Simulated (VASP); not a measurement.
# CdTe2 (R-3m) in VASP: single point with PBE

Aim: the single point of CdTe2 with PBE.

Program: VASP 6.6.1. These are calculated values, not measurements. Logs are shortened: lines on timing, memory, paths and dates and some standing lists are left out, and cuts for length are marked.

## Step 1: The cell of the first run

Symmetry: R-3m, No. 166, trigonal system. Conventional cell: a = 4.218 Å, b = 4.218 Å, c = 17.613 Å, α = 90.00°, β = 90.00°, γ = 120.00°. Cd (site symmetry -3m) has 6 Te at 2.98 Å within 3.9 Å. Within 3.9 Å of Te (site symmetry 3m) lie 3 Cd at 2.98 Å and 3 Te at 3.43 Å.

## Step 2: Single point, PBE

INCAR reads:

```
SYSTEM = CdTe2
ALGO = Normal
EDIFF = 1E-6
ENCUT = 520
GGA = PE
ISIF = 2
ISMEAR = 0
LASPH = .TRUE.
LCHARG = .TRUE.
LELF = .TRUE.
LREAL = .FALSE.
LVHAR = .TRUE.
LWAVE = .FALSE.
NBANDS = 19
NELM = 60
PREC = Accurate
SIGMA = 0.1
```

KPOINTS reads:

```
k-points
0
G
  6 6 6
  0 0 0
```

POSCAR reads:

```
CdTe2
1.0
    2.1091462935      1.2177161803      5.8710268648
   -2.1091462935      1.2177161803      5.8710268648
    0.0000000000     -2.4354323606      5.8710268648
Cd Te
1 2
Direct
    0.0000000000      0.0000000000      0.0000000000
    0.7646191826      0.7646191826      0.7646191826
    0.2353808174      0.2353808174      0.2353808174
```

Potentials or basis: VASP PAW PBE potentials, release 64 (Cd, Te).

Launch:

```console
$ cat potpaw_PBE.64/Cd/POTCAR potpaw_PBE.64/Te/POTCAR > POTCAR
$ mpirun -np 1 vasp_std > vasp.out
```

OUTCAR:

```text
SYSTEM = CdTe2
   EDIFF = 1E-6
   ENCUT = 520
   GGA = PE
   ISIF = 2
   ISMEAR = 0
   LASPH = .TRUE.
   LREAL = .FALSE.
   NELM = 60
   PREC = Accurate

 ion  position               nearest neighbor table
   1  0.000  0.000  0.000-   2 2.98   3 2.98   2 2.98   2 2.98   3 2.98   3 2.98
   2  0.765  0.765  0.765-   1 2.98   1 2.98   1 2.98   3 3.43   3 3.43   3 3.43
   3  0.235  0.235  0.235-   1 2.98   1 2.98   1 2.98   2 3.43   2 3.43   2 3.43

  LATTYP: Found a trigonal (rhomboedric) cell.
 ALAT       =     6.3561220276
 COS(alpha) =     0.7797788881

  Lattice vectors:

 A1 = (   2.1091462935,   1.2177161803,   5.8710268648)
 A2 = (  -2.1091462935,   1.2177161803,   5.8710268648)
 A3 = (   0.0000000000,  -2.4354323606,   5.8710268648)

Analysis of symmetry for initial positions (statically):
=====================================================================
 Subroutine PRICEL returns:
 Original cell was already a primitive cell.

 Routine SETGRP: Setting up the symmetry group for a
 trigonal (rhombohedral) supercell.

 Subroutine GETGRP returns: Found 12 space group operations
 (whereof 12 operations were pure point group operations)
 out of a pool of 12 trial point group operations.

The static configuration has the point symmetry D_3d.

Analysis of symmetry for dynamics (positions and initial velocities):
=====================================================================
 Subroutine PRICEL returns:
 Original cell was already a primitive cell.

 Routine SETGRP: Setting up the symmetry group for a
 trigonal (rhombohedral) supercell.

 Subroutine GETGRP returns: Found 12 space group operations
 (whereof 12 operations were pure point group operations)
 out of a pool of 12 trial point group operations.

The dynamic configuration has the point symmetry D_3d.

 Subroutine INISYM returns: Found 12 space group operations
 (whereof 12 operations are pure point group operations),
 and found     1 'primitive' translations

----------------------------------------------------------------------------------------

                                     Primitive cell

  volume of cell :      90.4728

  direct lattice vectors                    reciprocal lattice vectors
     2.109146293  1.217716180  5.871026865     0.237062740  0.136868237  0.056775985
    -2.109146293  1.217716180  5.871026865    -0.237062740  0.136868237  0.056775985
     0.000000000 -2.435432361  5.871026865     0.000000000 -0.273736474  0.056775985

  length of vectors
     6.356122028  6.356122028  6.356122028     0.279562461  0.279562461  0.279562461

  position of ions in fractional coordinates (direct lattice)
     0.000000000  0.000000000  0.000000000
     0.764619183  0.764619183  0.764619183
     0.235380817  0.235380817  0.235380817

  ion indices of the primitive-cell ions
   primitive index   ion index
                 1           1
                 2           2
                 3           3

----------------------------------------------------------------------------------------

 KPOINTS: k-points

Automatic generation of k-mesh.
 Grid dimensions read from file:
 generate k-points for:    6    6    6

 Generating k-lattice:

  Cartesian coordinates                     Fractional coordinates (reciprocal lattice)
     0.039510457  0.022811373  0.009462664     0.166666667  0.000000000  0.000000000
    -0.039510457  0.022811373  0.009462664     0.000000000  0.166666667  0.000000000
     0.000000000 -0.045622746  0.009462664     0.000000000  0.000000000  0.166666667

  Length of vectors
     0.046593743  0.046593743  0.046593743

  Shift w.r.t. Gamma in fractional coordinates (k-lattice)
     0.000000000  0.000000000  0.000000000

 Subroutine IBZKPT returns following result:
 ===========================================

 Found     32 irreducible k-points:

 Following reciprocal coordinates:
            Coordinates               Weight
  0.000000  0.000000  0.000000      1.000000
  0.166667 -0.000000 -0.000000      6.000000
  0.333333 -0.000000  0.000000      6.000000
  0.500000  0.000000 -0.000000      3.000000
  0.166667  0.166667  0.000000      6.000000
  0.333333  0.166667 -0.000000     12.000000
[... 16 lines left out ...]
  0.500000  0.500000  0.166667      6.000000
 -0.333333  0.500000  0.166667     12.000000
 [... further k-points ...]
   k-points           NKPTS =     32   k-points in BZ     NKDIM =     32   number of bands    NBANDS=     19
   number of dos      NEDOS =    301   number of ions     NIONS =      3
   total plane-waves  NPLWV = 110592
   dimension x,y,z NGX =    48 NGY =   48 NGZ =   48
   dimension x,y,z NGXF=    96 NGYF=   96 NGZF=   96
   ions per type =               1   2
   NGX,Y,Z   is equivalent  to a cutoff of  12.55, 12.55, 12.55 a.u.
   NGXF,Y,Z  is equivalent  to a cutoff of  25.11, 25.11, 25.11 a.u.
 SYSTEM =  CdTe2
   PREC   = accura    normal or accurate (medium, high low for compatibility)
   ISTART =      0    job   : 0-new  1-cont  2-samecut
   ICHARG =      2    charge: 1-file 2-atom 10-const
   ISPIN  =      1    spin polarized calculation?
   LNONCOLLINEAR =      F non collinear calculations
   LSORBIT =      F    spin-orbit coupling
   LASPH  =      T    aspherical Exc in radial PAW
   ENCUT  =  520.0 eV  38.22 Ry    6.18 a.u.  11.82 11.82 11.82*2*pi/ulx,y,z
   NELM   =     60;   NELMIN=  2; NELMDL= -5     # of ELM steps
   EDIFF  = 0.1E-05   stopping-criterion for ELM
   LREAL  =      F    real-space projection
   EDIFFG = 0.1E-04   stopping-criterion for IOM
   NSW    =      0    number of steps for IOM
   IBRION =     -1    ionic relax: 0-MD 1-quasi-New 2-CG
   NFREE  =      0    steps in history (QN), initial steepest desc. (CG)
   ISIF   =      2    stress and relaxation
   ISYM   =      2    0-nonsym 1-usesym 2-fastsym
   POTIM  = 0.5000    time-step for ionic-motion
   TEBEG  =    0.0;   TEEND  =   0.0 temperature during run
   PSTRESS=    0.0 pullay stress
   NELECT =      24.0000    total number of electrons
   NUPDOWN=      -1.0000    fix difference up-down
   EMIN   =  10.00;   EMAX   =-10.00  energy-range for DOS
   EFERMI =   0.00;   METHOD = LEGACY
   ISMEAR =     0;   SIGMA  =   0.10  broadening in eV -4-tet -1-fermi 0-gaus
   EFERMI_NEDOS =   21; number of points for ismear=-14 and -15
   IALGO  =     38    algorithm
   IMIX   =      4    mixing-type and parameters
     AMIX     =   0.40;   BMIX     =  1.00
     AMIX_MAG =   1.60;   BMIX_MAG =  1.00
  volume/ion in A,a.u.               =      30.16       203.51
  Fermi-wavevector in a.u.,A,eV,Ry     =   1.051895  1.987794 15.054627  1.106484
  Thomas-Fermi vector in A             =   2.186957
   LORBIT       =      0    0 simple, 1 ext, 2 COOP (PROOUT), +10 PAW based schemes
   GGA     = PE    functional components
   LHFCALC =     F    Hartree Fock is set to
   AEXX    =    0.0000 exact exchange contribution
   IVDW    =     0    specifies the selected vdW correction
   LEPSILON=     F    determine dielectric tensor
   LRPA    =     F    only Hartree local field effects (RPA)
 non-spin polarized calculation
 Gauss-broadening in eV      SIGMA  =   0.10
  energy-cutoff  :      520.00
  volume of cell :       90.47
 maximum number of plane-waves:      2463
   NGX = 23   NGY = 23   NGZ = 23

 number of electron      24.0000000 magnetization

 Free energy of the ion-electron system (eV)
  ---------------------------------------------------
  ext. energy  EPLUGINS =         0.00000000
  ---------------------------------------------------
  free energy    TOTEN  =        -7.09975393 eV

  energy without entropy =       -7.09368613  energy(sigma->0) =       -7.09672003

 E-fermi :   4.7024     XC(G=0):  -9.5254

 val. band max:        4.6409608914   @ k =   0.1667   0.1667   0.1667
 cond. band min:       4.7111236859   @ k =  -0.3333   0.3333   0.1667
 fundamental gap:      0.0701627945
 Fermi energy:         4.7023513670

 k-point     1 :       0.0000    0.0000    0.0000
  band No.  band energies     occupation
      1      -7.5903      2.00000
      2      -5.4235      2.00000
      3      -3.9068      2.00000
      4      -3.9068      2.00000
      5      -3.8212      2.00000
      6      -3.7017      2.00000
[... 11 lines left out ...]
     18      11.8104      0.00000
     19      11.8104      0.00000

 k-point     2 :       0.1667   -0.0000   -0.0000
  band No.  band energies     occupation
      1      -7.3711      2.00000
      2      -5.5584      2.00000
      3      -3.8892      2.00000
      4      -3.8089      2.00000
      5      -3.7478      2.00000
      6      -3.6950      2.00000
[... 11 lines left out ...]
     18      11.7925      0.00000
     19      12.4793      0.00000

 k-point     3 :       0.3333   -0.0000    0.0000
  band No.  band energies     occupation
      1      -6.8333      2.00000
      2      -5.7493      2.00000
      3      -3.8729      2.00000
      4      -3.7948      2.00000
      5      -3.7179      2.00000
      6      -3.6604      2.00000
[... 11 lines left out ...]
     18      11.7722      0.00000
     19      13.0467      0.00000

 k-point     4 :       0.5000    0.0000   -0.0000
  band No.  band energies     occupation
      1      -6.4792      2.00000
      2      -5.8207      2.00000
      3      -3.8732      2.00000
      4      -3.8020      2.00000
      5      -3.7283      2.00000
      6      -3.6333      2.00000
[... 11 lines left out ...]
     18      12.1938      0.00000
     19      13.8946      0.00000

 k-point     5 :       0.1667    0.1667    0.0000
  band No.  band energies     occupation
      1      -7.3423      2.00000
      2      -5.6200      2.00000
      3      -3.8878      2.00000
      4      -3.7852      2.00000
      5      -3.7637      2.00000
      6      -3.6943      2.00000
[... 11 lines left out ...]
     18      12.0525      0.00000
     19      12.2336      0.00000
[... 334 lines left out ...]
      2      -5.8832      2.00000
      3      -3.7798      2.00000
      4      -3.7710      2.00000
      5      -3.6956      2.00000
      6      -3.6502      2.00000
[... 11 lines left out ...]
     18      11.8707      0.00000
     19      13.1469      0.00000

 k-point    22 :      -0.1667    0.3333    0.1667
  band No.  band energies     occupation
      1      -6.4234      2.00000
      2      -5.9438      2.00000
      3      -3.8305      2.00000
      4      -3.7656      2.00000
      5      -3.6944      2.00000
      6      -3.6378      2.00000
[... 11 lines left out ...]
     18      11.8369      0.00000
     19      12.7351      0.00000

 k-point    23 :       0.5000    0.5000    0.1667
  band No.  band energies     occupation
      1      -6.6146      2.00000
      2      -5.9872      2.00000
      3      -3.8609      2.00000
      4      -3.7821      2.00000
      5      -3.6998      2.00000
      6      -3.6605      2.00000
[... 11 lines left out ...]
     18      11.1971      0.00000
     19      12.9963      0.00000

 k-point    24 :      -0.3333    0.5000    0.1667
  band No.  band energies     occupation
      1      -6.3650      2.00000
      2      -5.9417      2.00000
      3      -3.7915      2.00000
      4      -3.7677      2.00000
      5      -3.6842      2.00000
      6      -3.6542      2.00000
[... 11 lines left out ...]
     18      11.9461      0.00000
     19      12.9816      0.00000

 [... further k-points ...]
[... 5 lines left out ...]
  --------------------------------------------------------------------------------------
  -------------------------------------------------------------------------------------
  Total       -0.0323448     -0.0323448     -0.0288265     -0.0000000      0.0000000      0.0000000
  in kB       -0.5727912     -0.5727912     -0.5104871     -0.0000000      0.0000000      0.0000000
  external PRESSURE =      -0.5520231 kB  Pullay stress =       0.0000000 kB

 VOLUME and BASIS-vectors are now :
 -----------------------------------------------------------------------------
  energy-cutoff  :      520.00
  volume of cell :       90.47
      direct lattice vectors                 reciprocal lattice vectors
     2.109146293  1.217716180  5.871026865     0.237062740  0.136868237  0.056775985
    -2.109146293  1.217716180  5.871026865    -0.237062740  0.136868237  0.056775985
     0.000000000 -2.435432361  5.871026865     0.000000000 -0.273736474  0.056775985

 POSITION                                       TOTAL-FORCE (eV/Angst)
 -----------------------------------------------------------------------------------
      0.00000      0.00000      0.00000         0.000000     -0.000000      0.000000
      0.00000      0.00000     13.46730         0.000000      0.000000      0.027335
      0.00000      0.00000      4.14578         0.000000      0.000000     -0.027335
 -----------------------------------------------------------------------------------
    total drift:                               -0.000000     -0.000000     -0.000000

  FREE ENERGIE OF THE ION-ELECTRON SYSTEM (eV)
  ---------------------------------------------------
  free  energy   TOTEN  =        -7.0997539255 eV

  energy  without entropy=       -7.0936861307  energy(sigma->0) =       -7.09672003
```

It took 37 s on 1 thread of Intel Xeon 6975P-C (Granite Rapids), shared host; peak memory 0.34 GiB.

What came out:

| Item | Value |
| --- | --- |
| Free energy | -7.0998 eV |
| Pressure | -0.1 GPa |
| Largest force | 0.027 eV/Å |
| Band gap on the k mesh | zero (band 12 reaches 5.25 eV, above the bottom of band 13 at 3.57 eV) |

Forces on the atoms (eV/Å):
```
Cd   0.000  0.000  0.000
Te   0.000  0.000  0.027
Te   0.000  0.000 -0.027
```

Levels at points of the mesh, in eV from the Fermi level:
```csv
k point,band 9,band 10,band 11,band 12,band 13,band 14,band 15,band 16
"(0.00, 0.00, 0.00)",-0.64,-0.64,0.07,0.07,0.56,2.44,3.65,4.76
"(0.50, 0.00, 0.00)",-3.91,-2.06,-1.95,-1.39,-1.14,2.77,3.50,7.21
"(0.50, 0.50, 0.00)",-4.37,-2.39,-0.78,0.55,0.64,0.90,4.05,4.67
"(0.50, 0.50, 0.50)",-2.26,-0.96,-0.96,0.32,0.32,4.15,4.45,5.58
```

Caveat: spin-orbit coupling is left out, which moves the levels of the heavy elements.
